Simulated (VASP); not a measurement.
Here is a VASP 6.6.1 calculation.

Contents of INCAR:

```
PREC = Accurate
ENCUT = 600
EDIFF = 1E-7
ISMEAR = 0
SIGMA = 0.1
LREAL = False
LASPH = True
NELM = 100
ALGO = Normal
ISIF = 3
LWAVE = False
LCHARG = False
GGA = PE
IBRION = 2
NSW = 90
EDIFFG = -0.04
```

KPOINTS

```
regular mesh
0
Gamma
  6 6 4
```

The input POSCAR:

```
Zr3F2
1.0
    4.8073194500      0.0000000000      0.0000000000
   -2.4036597300      4.1632607700      0.0000000000
    0.0000000000      0.0000000000      4.0677291500
Zr F
3 2
Direct
    0.5000000000      0.0000000000      0.0000000000
    0.0000000000      0.5000000000      0.0000000000
    0.5000000000      0.5000000000      0.0000000000
    0.0000000000      0.0000000000      0.5000000000
    0.0000000000      0.0000000000      0.0000000000
```

Potentials or basis: VASP PAW PBE potentials, release 64 (Zr_sv, F).

Command:

```bash
$ cat potpaw_PBE.64/Zr_sv/POTCAR potpaw_PBE.64/F/POTCAR > POTCAR
$ mpirun -np 1 vasp_std > vasp.out
```

Question: Estimate the band gap on the k mesh.

Answer: Zero (bands 25 and 26 overlap by 0.60 eV).

Question: What does it give for the relaxed volume?

Answer: 22.22 Å³/atom.

Question: Predict the space group after relaxing (to 0.1 Å).

Answer: P6/mmm (No. 191).

Step by step:
```tsv
step	energy change (eV)	largest force (eV/Å)	pressure (GPa)	volume (Å³)
1	0.0000	0.0000	34.26	81.41
2	-1.8734	0.0000	-9.00	128.75
3	-2.7418	0.0000	0.88	107.64
4	-2.7417	0.0000	0.50	108.21
5	-2.7654	0.0000	0.16	109.81
6	-2.7706	0.0000	-0.11	111.43
7	-2.7709	0.0000	-0.05	111.09
```

Caveat: the k points lie up to 0.36 Å⁻¹ apart in the final cell, too coarse for converged energies and pressures of a metal; the volume moved by over 15 % at a fixed basis, so the end points are rough.
